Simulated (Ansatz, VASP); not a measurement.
**One calculation of SnSe2, two programs**

```
CELL_PARAMETERS angstrom
3.84073 0.00000 0.00000
-1.92036 3.32617 0.00000
0.00000 0.00000 6.52635
ATOMIC_POSITIONS crystal
Sn 0.00000 0.00000 0.00000
Se 0.33333 0.66667 0.24115
Se 0.66667 0.33333 0.75885
```

Alike in both runs: functional r2SCAN; k mesh 9 × 9 × 6; occupations gaussian, width 0.02 eV; no spin polarisation.

Ansatz relaxed the structure, and its values are those at the end. VASP's run is a single point on that final structure, the one shown.

|  | VASP | Ansatz |
| --- | --- | --- |
| version | VASP 6.6.1 | Ansatz 0.2.0 |
| potentials or method | VASP PAW PBE potentials, release 64 (Sn_d, Se), cutoff 520 eV | scalar-relativistic, plane waves, PAW |
| valence electrons in the cell | 26 | 46 |

|  | VASP | Ansatz | Ansatz less VASP |
| --- | --- | --- | --- |
| gap on the k mesh at the Fermi level (eV) | 1.03 | 1.03 | -0.003 |
| least direct gap on the mesh (eV) | 1.46 | 1.45 | -0.002 |
| pressure (GPa) | 0.0 | 0.0 | -0.05 |
| rms of the force components (eV/Å) | 0.006 | 0.000 | -0.0056 |

VASP's potentials were made for PBE, not for r2SCAN. VASP's potentials hold 26 valence electrons a cell and Ansatz's 46, so a difference there can come from the potentials and not from the codes.
